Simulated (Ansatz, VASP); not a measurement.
CsMg2Br2 in VASP and in Ansatz

INCAR

```
SYSTEM = CsMg2Br2
PREC = Accurate
ENCUT = 520
EDIFF = 1E-6
ISMEAR = 0
SIGMA = 0.1
LREAL = .False.
LASPH = .True.
NELM = 80
ALGO = Normal
ISIF = 2
LWAVE = .False.
LCHARG = .False.
GGA = PE
NBANDS = 22
```

Contents of KPOINTS:

```
regular mesh
0
Gamma
  3 3 4
  0 0 0
```

Contents of POSCAR:

```
CsMg2Br2
1.0
    5.9343773400      0.0000000000      0.0000000000
   -2.9671886700      5.1393215400      0.0000000000
    0.0000000000      0.0000000000      5.2210592400
Cs Mg Br
1 2 2
Direct
    0.0000000000      0.0000000000      0.5000000000
    0.3333333300      0.6666666700      0.5000000000
    0.6666666700      0.3333333300      0.5000000000
    0.3333333300      0.6666666700      0.0000000000
    0.6666666700      0.3333333300      0.0000000000
```

Input for Ansatz:

```yaml
crystal:
  lattice:
    - [5.93437734, 0.0, 0.0]
    - [-2.96718867, 5.13932154, 0.0]
    - [0.0, 0.0, 5.22105924]
  atoms:
    - { symbol: Cs, position: [0.0, 0.0, 0.5] }
    - { symbol: Mg, position: [0.33333333, 0.66666667, 0.5] }
    - { symbol: Mg, position: [0.66666667, 0.33333333, 0.5] }
    - { symbol: Br, position: [0.33333333, 0.66666667, 0.0] }
    - { symbol: Br, position: [0.66666667, 0.33333333, 0.0] }
basis:
  ecutwfc: 420
kpoints:
  mp_grid: { grid: [3, 3, 4] }
hamiltonian:
  xc: pbe
scf:
  occupations: { method: gaussian, width: 0.1 }
  lower_state_search: "off"
output:
  forces: true
  stress: true
  eigenvalues: true
```

Alike in both runs: task single point; functional PBE; k mesh 3 × 3 × 4; occupations gaussian, width 0.1 eV; no spin polarisation.

|  | VASP | Ansatz |
| --- | --- | --- |
| version | VASP 6.6.1 | Ansatz 0.2.0 |
| potentials or method | VASP PAW PBE potentials, release 64 (Cs_sv, Mg, Br), cutoff 520 eV | scalar-relativistic, plane waves, PAW |
| valence electrons in the cell | 27 | 43 |

|  | VASP | Ansatz | Ansatz less VASP |
| --- | --- | --- | --- |
| gap on the k mesh at the Fermi level (eV) | none | none | - |
| pressure (GPa) | 5.1 | 5.1 | +0.02 |
| traceless stress, the component that is largest in VASP (GPa) | -1.67 | -1.63 | +0.046 |

A gap of «none» marks a metal or a gap that the smearing closes. With one functional, cell and mesh, what is left measures potentials, basis and numerics. VASP's potentials hold 27 valence electrons a cell and Ansatz's 43, so a difference there can come from the potentials and not from the codes.

The k mesh is coarse, so the values compare programs but aren't converged. Neither program's run includes spin-orbit coupling.
